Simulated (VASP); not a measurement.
A run of VASP 6.6.1 is set up as follows.

The input POSCAR:

```
GaN
1.0
    3.2308449063      0.0000000000      0.0000000000
   -1.6154224532      2.7979937646      0.0000000000
    0.0000000000      0.0000000000      5.3391041298
Ga N
2 2
Direct
    0.3333333333      0.6666666667      0.9991101046
    0.6666666667      0.3333333333      0.4991101046
    0.3333333333      0.6666666667      0.3758898954
    0.6666666667      0.3333333333      0.8758898954
```

File INCAR.step1:

```
SYSTEM = GaN
  ALGO = Normal
  EDIFF = 1E-4
  ENCUT = 520
  GGA = PE
  ISMEAR = 0
  LASPH = .TRUE.
  LCHARG = .FALSE.
  LREAL = .FALSE.
  LWAVE = .TRUE.
  NBANDS = 26
  NELM = 80
  PREC = Accurate
  SIGMA = 0.05
```

Contents of INCAR.step2:

```
SYSTEM = GaN
  ALGO = Normal
  EDIFF = 1E-6
  ENCUT = 520
  ISIF = 2
  ISMEAR = 0
  ISTART = 1
  LASPH = .TRUE.
  LCHARG = .FALSE.
  LMIXTAU = .TRUE.
  LREAL = .FALSE.
  LWAVE = .FALSE.
  METAGGA = R2SCAN
  NBANDS = 26
  NELM = 80
  PREC = Accurate
  SIGMA = 0.05
```

KPOINTS

```
k-points
0
G
  12 12 6
  0 0 0
```

Potentials or basis: VASP PAW PBE potentials, release 64 (Ga_d, N).

The run is started by

```console
$ cat potpaw_PBE.64/Ga_d/POTCAR potpaw_PBE.64/N/POTCAR > POTCAR
$ cp INCAR.step1 INCAR
$ mpirun -np 1 vasp_std > vasp.out
$ cp INCAR.step2 INCAR
$ mpirun -np 1 vasp_std > vasp.out
```

Q: What does it give for the pressure?

A: -9.3 GPa.

Q: Predict the largest force.

A: 0.084 eV/Å.

Q: What does it give for the band gap on the k mesh?

A: 1.89 eV.

Stress tensor (GPa, compression positive):
```
 -7.68   0.00   0.00
  0.00  -7.68   0.00
  0.00   0.00 -12.40
```

Caveat: the cell differs from its parent crystal (strain +0.015 along x and y, +0.030 along z); the cell stands under tension; the PAW data sets were made with another functional, which shifts forces and pressure a little.
